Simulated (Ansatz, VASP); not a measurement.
# Mo in VASP and in Ansatz

```
CELL_PARAMETERS angstrom
0.00000 2.85885 2.85885
2.85885 0.00000 2.85885
2.85885 2.85885 0.00000
ATOMIC_POSITIONS crystal
Mo 0.12500 0.12500 0.12500
Mo 0.87500 0.87500 0.87500
```

Alike in both runs: functional revPBE; k mesh 10 × 10 × 10; occupations fermi-dirac, width 0.1 eV; no spin polarisation.

Ansatz relaxed the structure, and its values are those at the end. VASP's run is a single point on that final structure, the one shown.

|  | VASP | Ansatz |
| --- | --- | --- |
| version | VASP 6.6.1 | Ansatz 0.2.0 |
| potentials or method | VASP PAW PBE potentials, release 64 (Mo_sv), cutoff 520 eV | plane waves (420 eV) with PAW, scalar-relativistic |
| valence electrons in the cell | 28 | 28 |

Ansatz gave:

```
pressure (GPa) : 0.0
```

Q: Which values does VASP return?

A: Pressure (GPa): 0.3.

VASP's potentials were made for PBE, not for revPBE. The functional is the same, so the differences come from potentials, cutoffs and numerics.
